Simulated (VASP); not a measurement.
CuF2: single point with LDA

CuF2:

```
Cu F
1.0
    -1.86640    1.86640    5.96693
     1.86640   -1.86640    5.96693
     1.86640    1.86640   -5.96693
Cu F
1 2
Cartesian
  0.0000 0.0000 0.0000
  0.0000 1.8664 0.0000
  1.8664 0.0000 0.0000
```

| Item | Value |
| --- | --- |
| Program | VASP 6.6.1 |
| Task | single point |
| Functional | LDA |
| Potentials or basis | VASP PAW LDA potentials, release 64 (Cu, F) |
| Cutoff | 520 eV |
| k mesh | 11 × 11 × 11 |
| Occupations | fermi-dirac, width 0.1 eV |
| Spin | no spin polarisation |
| Dipole correction | no |
| Further INCAR settings | ALGO = Normal; EDIFF = 1e-07; NBANDS = 20 |

```yaml
Pressure: -3.1 GPa
Band_gap_on_the_k_mesh: zero (an odd number of electrons rules out a gap without spin polarisation)
```

Stress tensor (GPa, compression positive):
```
-4.54  0.00  0.00
 0.00 -4.54  0.00
 0.00  0.00 -0.19
```

Levels at points of the mesh, in eV from the Fermi level:
```tsv
k point	band 9	band 10	band 11	band 12	band 13	band 14	band 15	band 16	band 17	band 18
(0.00, 0.00, 0.00)	-1.94	-1.56	-1.56	-1.52	-1.37	3.83	7.69	8.46	12.36	14.71
```

Run time: 15 min on 1 thread of AMD EPYC 7R13, with other jobs on the host, peak memory 0.36 GiB.

Caveat: the cell stands under tension; an odd number of electrons without spin polarisation forces a metal; a magnetic or distorted state may lie lower. With open d or f shells a metallic result of LDA can be an artefact of self-interaction; +U or a hybrid may open a gap.
